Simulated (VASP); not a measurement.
Wanted: the native input for a VASP 6.6.1 run.

```
Task                   : single point
Functional             : r2SCAN
Potentials or basis    : VASP PAW PBE potentials, release 64 (Ag)
Cutoff                 : 520 eV
k mesh                 : 20 × 20 × 20
Occupations            : gaussian, width 0.15 eV
Spin                   : no spin polarisation
Dipole correction      : no
Further INCAR settings : ALGO = Normal; EDIFF = 1e-06; NBANDS = 12
```

The system is Ag.

```
Ag
1.0
     0.00000    2.04310    1.96138
     2.04310    0.00000    1.96138
     2.04310    2.04310    0.00000
Ag
1
Direct
  0.00000 0.00000 0.00000
```

This cell differs from its parent crystal: strain +0.000 along x and y, -0.040 along z.

One way to write it, as run:

POSCAR

```
Ag
1.0
    0.0000000000      2.0431000000      1.9613760000
    2.0431000000      0.0000000000      1.9613760000
    2.0431000000      2.0431000000      0.0000000000
Ag
1
Direct
    0.0000000000      0.0000000000      0.0000000000
```

INCAR.step1

```
  PREC = Accurate
  ENCUT = 520
  ISMEAR = 0
  SIGMA = 0.15
  LREAL = F
  LASPH = T
  NELM = 80
  NBANDS = 12
  GGA = PE
  ALGO = Normal
  EDIFF = 1E-4
  LWAVE = T
  LCHARG = F
```

INCAR.step2

```
  PREC = Accurate
  ENCUT = 520
  EDIFF = 1E-6
  ISMEAR = 0
  SIGMA = 0.15
  LREAL = F
  LASPH = T
  NELM = 80
  ALGO = Normal
  ISIF = 2
  LWAVE = F
  LCHARG = F
  METAGGA = R2SCAN
  LMIXTAU = T
  NBANDS = 12
  ISTART = 1
```

KPOINTS

```
regular mesh
0
Gamma
  20 20 20
```

Potentials or basis: VASP PAW PBE potentials, release 64 (Ag).

Command:

```bash
$ cat potpaw_PBE.64/Ag/POTCAR > POTCAR
$ cp INCAR.step1 INCAR
$ mpirun -np 1 vasp_std > vasp.out
$ cp INCAR.step2 INCAR
$ mpirun -np 1 vasp_std > vasp.out
```

It gave:

* Pressure: 6.8 GPa
* Band gap on the k mesh: zero (an odd number of electrons rules out a gap without spin polarisation)

Caveat: the cell differs from its parent crystal (strain +0.000 along x and y, -0.040 along z); the cell stands under pressure; the PAW data sets were made with another functional, which shifts forces and pressure a little.

Run time: 3.5 min on 1 thread of Intel(R) Xeon(R) Platinum 8488C (Sapphire Rapids), on a shared host, peak memory 0.24 GiB.
